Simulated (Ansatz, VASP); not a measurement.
## Ge: VASP beside Ansatz

```
CELL_PARAMETERS angstrom
3.97076 0.00000 0.00000
-1.98538 3.43878 0.00000
0.00000 0.00000 6.55509
ATOMIC_POSITIONS crystal
Ge 0.66667 0.33333 0.06290
Ge 0.33333 0.66667 0.56290
Ge 0.66667 0.33333 0.43710
Ge 0.33333 0.66667 0.93710
```

Change from the starting cell: volume scaled by 0.98, crystal datasets.

Alike in both runs: task electric field gradients; functional PBEsol; k mesh 11 × 11 × 6; occupations fermi-dirac, width 0.05 eV; no spin polarisation.

```csv
,VASP,Ansatz
version,VASP 6.6.1,Ansatz 0.2.0
potentials or method,"VASP PAW PBE potentials, release 64 (Ge_d), cutoff 520 eV","all-electron PAW with datasets made for the crystal, scalar-relativistic"
```

|  | VASP | Ansatz | Ansatz less VASP |
| --- | --- | --- | --- |
| pressure (GPa) | 1.3 | 1.4 | +0.07 |
| traceless stress, the component that is largest in VASP (GPa) | -0.08 | -0.08 | -0.002 |
| rms of the force components (eV/Å) | 0.003 | 0.003 | +0.0006 |
| size of Vzz on the site where it differs most (V/Å²) | 8.1 | 8.2 | +0.14 |

VASP's potentials were made for PBE, not for PBEsol. Atom by atom the forces differ by 0.001 eV/Å (rms over components). Ansatz ran all-electron here, and VASP with PAW potentials.
